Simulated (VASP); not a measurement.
Crystal: In2GaAs3.

```xyz
6
Lattice="-2.1402 2.1402 9.0601 2.1402 -2.1402 9.0601 2.1402 2.1402 -9.0601" Properties=species:S:1:pos:R:3 pbc="T T T"
In    0.0000    0.0000    6.1021
In    0.0000    0.0000   12.0181
Ga    0.0000    0.0000    0.0000
As    2.1402    0.0000    4.5300
As    0.0000    2.1402    1.3676
As    0.0000    2.1402    7.6924
```

```yaml
Program: VASP 6.6.1
Task: relaxation of cell and atoms
Functional: PBEsol
Potentials_or_basis: VASP PAW PBE potentials, release 64 (In_d, Ga_d, As)
Cutoff: 600 eV
k_mesh: 1 × 1 × 1
Occupations: gaussian, width 0.1 eV
Spin: no spin polarisation
```

At the start: pressure 19.7 GPa; volume 27.67 Å³/atom.

Task: Where does the relaxation end?

Result: Over 30 steps the energy falls by 2941.9 meV/atom and the volume is 21.29 Å³/atom (-23.0 %); space group I-4m2 (No. 119, to 0.1 Å) before and after.

The path:
| step | energy change (eV) | largest force (eV/Å) | pressure (GPa) | volume (Å³) |
| --- | --- | --- | --- | --- |
| 1 | 0.0000 | 1.4661 | 19.65 | 165.99 |
| 2 | -3.7756 | 0.5810 | -1.65 | 261.23 |
| 3 | -3.8162 | 0.6319 | -0.57 | 246.09 |
| 4 | -3.8174 | 0.6205 | -0.81 | 249.11 |
| 5 | -4.4732 | 0.4380 | -1.32 | 248.54 |
| 6 | -6.3419 | 0.1785 | -3.96 | 238.71 |
| 7 | -13.0478 | 3.3058 | -10.34 | 175.99 |
| 8 | -13.2259 | 3.1884 | -9.86 | 172.93 |
| 9 | -13.2768 | 2.9273 | -9.04 | 170.02 |
| 10 | -13.5952 | 2.7481 | -8.68 | 166.82 |
| 11 | -14.4699 | 2.0835 | -7.16 | 157.43 |
| 12 | -15.7172 | 0.7037 | -1.47 | 139.60 |
| 13 | -14.4003 | 6.5057 | 30.99 | 107.66 |
| 14 | -15.9763 | 0.7933 | 2.83 | 131.74 |
| 15 | -16.6228 | 0.8960 | 1.46 | 129.72 |
| 16 | -16.9603 | 1.4613 | 0.94 | 126.92 |
| 17 | -16.9831 | 1.6671 | 1.02 | 125.98 |
| 18 | -17.1382 | 1.3442 | 0.86 | 126.30 |
| 19 | -17.3776 | 0.9229 | 0.95 | 127.11 |
| 20 | -17.3992 | 0.8055 | 1.22 | 127.42 |
| 21 | -17.4644 | 0.6930 | -0.27 | 129.30 |
| 22 | -17.5118 | 0.5983 | -2.48 | 132.60 |
| 23 | -17.5658 | 0.4356 | -1.86 | 131.57 |
| 24 | -17.6257 | 0.4126 | -0.15 | 128.99 |
| 25 | -17.6458 | 0.2241 | 0.16 | 128.00 |
| 26 | -17.6486 | 0.1371 | 0.39 | 127.44 |
| 27 | -17.6505 | 0.0457 | -0.14 | 128.12 |
| 28 | -17.6505 | 0.0475 | -0.14 | 128.11 |
| 29 | -17.6509 | 0.0280 | -0.10 | 127.98 |
| 30 | -17.6511 | 0.0069 | -0.01 | 127.75 |

Final structure:
```cif
data_structure
_symmetry_space_group_name_H-M 'P 1'
_symmetry_Int_Tables_number 1
_cell_length_a 5.8731
_cell_length_b 5.8731
_cell_length_c 5.8731
_cell_angle_alpha 126.104
_cell_angle_beta 126.104
_cell_angle_gamma 79.718
_cell_volume 127.75
loop_
_atom_site_label
_atom_site_type_symbol
_atom_site_fract_x
_atom_site_fract_y
_atom_site_fract_z
_atom_site_occupancy
In1 In 0.28375 0.28375 0.00000 1
In2 In 0.71625 0.71625 0.00000 1
Ga1 Ga 0.00000 0.00000 0.00000 1
As1 As 0.25000 0.75000 0.50000 1
As2 As 0.51674 0.01674 0.50000 1
As3 As 0.98326 0.48326 0.50000 1
```

Caveat: the k points lie up to 1.37 Å⁻¹ apart in the final cell; the volume moved by over 15 % at a fixed basis, so the end points are rough; the PAW data sets were made with another functional, which shifts forces and pressure a little.
